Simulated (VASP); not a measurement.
Set up this calculation in VASP 6.6.1, as the native input.

- Task: relaxation of cell and atoms
- Functional: PBE
- Potentials or basis: VASP PAW PBE potentials, release 64 (Ca_sv, Li_sv, F)
- Cutoff: 750 eV
- k mesh: 5 × 5 × 5
- Occupations: methfessel-paxton, width 0.02 eV
- Spin: no spin polarisation
- Dipole correction: no
- Further INCAR settings: ALGO = Normal; EDIFF = 1e-07; IBRION = 2; EDIFFG = -0.03; NSW = 60; ISIF = 3

The structure of LiCaF3 lies in POSCAR:

```
LiCaF3
1.0
    3.7600000000      0.0000000000      0.0000000000
    0.0000000000      3.7600000000      0.0000000000
    0.0000000000      0.0000000000      3.7600000000
Ca Li F
1 1 3
Direct
    0.0000000000      0.0000000000      0.0000000000
    0.5000000000      0.5000000000      0.5000000000
    0.5000000000      0.5000000000      0.0000000000
    0.0000000000      0.5000000000      0.5000000000
    0.5000000000      0.0000000000      0.5000000000
```

These files were run (other wordings do the same):

INCAR

```
SYSTEM = LiCaF3
PREC = Accurate
ENCUT = 750
EDIFF = 1E-7
ISMEAR = 1
SIGMA = 0.02
LREAL = .False.
LASPH = .True.
NELM = 120
ALGO = Normal
ISIF = 3
LWAVE = .False.
LCHARG = .False.
GGA = PE
IBRION = 2
NSW = 60
EDIFFG = -0.03
GGA_COMPAT = .False.
NELMIN = 4
```

KPOINTS

```
Automatic mesh
0
Gamma
  5 5 5
  0 0 0
```

Potentials or basis: VASP PAW PBE potentials, release 64 (Ca_sv, Li_sv, F).

Command:

```bash
$ cat potpaw_PBE.64/Ca_sv/POTCAR potpaw_PBE.64/Li_sv/POTCAR potpaw_PBE.64/F/POTCAR > POTCAR
$ mpirun -np 1 vasp_std > vasp.out
```

Results of the run:

```
Pressure after relaxing : -0.2 GPa
Band gap on the k mesh  : 6.57 eV, indirect (least direct gap 6.60 eV)
```

Caveat: the relaxation stopped at its first step, so nothing moved.

Run time: 32 s on 1 thread of Intel Xeon 8259CL (shared host), peak memory 0.21 GiB.
